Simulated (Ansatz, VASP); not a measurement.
**LuAg3O3 in VASP and in Ansatz**

```xyz
7
Lattice="3.3981 0.0000 0.0000 -1.6990 2.9428 0.0000 0.0000 0.0000 11.5299" Properties=species:S:1:pos:R:3 pbc="T T T"
Lu    0.0000    0.0000    0.0951
Ag    1.6990    0.9809    8.3799
Ag    0.0000    1.9619    3.2596
Ag    0.0000    0.0000    6.3344
O     1.6990    0.9809   10.5563
O     0.0000    1.9619    1.1700
O     0.0000    1.9619    5.3132
```

Alike in both runs: functional PBE; k mesh 4 × 4 × 1; occupations gaussian, width 0.15 eV; no spin polarisation.

Ansatz relaxed the structure, and its values are those at the end. VASP's run is a single point on that final structure, the one shown.

|  | VASP | Ansatz |
| --- | --- | --- |
| version | VASP 6.6.1 | Ansatz 0.2.0 |
| potentials or method | VASP PAW PBE potentials, release 64 (Lu, Ag, O), cutoff 520 eV | scalar-relativistic, plane waves, PAW |
| valence electrons in the cell | 76 | 100 |

|  | VASP | Ansatz | Ansatz less VASP |
| --- | --- | --- | --- |
| gap on the k mesh at the Fermi level (eV) | none | none | - |
| pressure (GPa) | 0.2 | -0.1 | -0.31 |
| rms of the force components (eV/Å) | 0.030 | 0.011 | -0.0194 |

A gap of «none» marks a metal or a gap that the smearing closes. VASP's potentials hold 76 valence electrons a cell and Ansatz's 100, so a difference there can come from the potentials and not from the codes.

The k mesh is coarse, so the values compare programs but aren't converged. Spin-orbit coupling is off throughout.
